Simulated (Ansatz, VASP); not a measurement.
## One calculation of Ta, two programs

```
Ta
1.0
     0.00000    3.08095    3.08095
     3.08095    0.00000    3.08095
     3.08095    3.08095    0.00000
Ta
2
Direct
  0.12500 0.12500 0.12500
  0.87500 0.87500 0.87500
```

Alike in both runs: functional RPBE; k mesh 9 × 9 × 9; occupations fermi-dirac, width 0.1 eV; no spin polarisation.

Ansatz relaxed the structure, and its values are those at the end. VASP's run is a single point on that final structure, the one shown.

|  | VASP | Ansatz |
| --- | --- | --- |
| version | VASP 6.6.1 | Ansatz 0.2.0 |
| potentials or method | VASP PAW PBE potentials, release 64 (Ta_pv), cutoff 520 eV | plane waves (420 eV) with PAW, scalar-relativistic |
| valence electrons in the cell | 22 | 26 |

|  | VASP | Ansatz | Ansatz less VASP |
| --- | --- | --- | --- |
| pressure (GPa) | 0.0 | 0.0 | -0.02 |

VASP's potentials were made for PBE, not for RPBE. VASP's potentials hold 22 valence electrons a cell and Ansatz's 26, so a difference there can come from the potentials and not from the codes.

Neither program's run includes spin-orbit coupling.
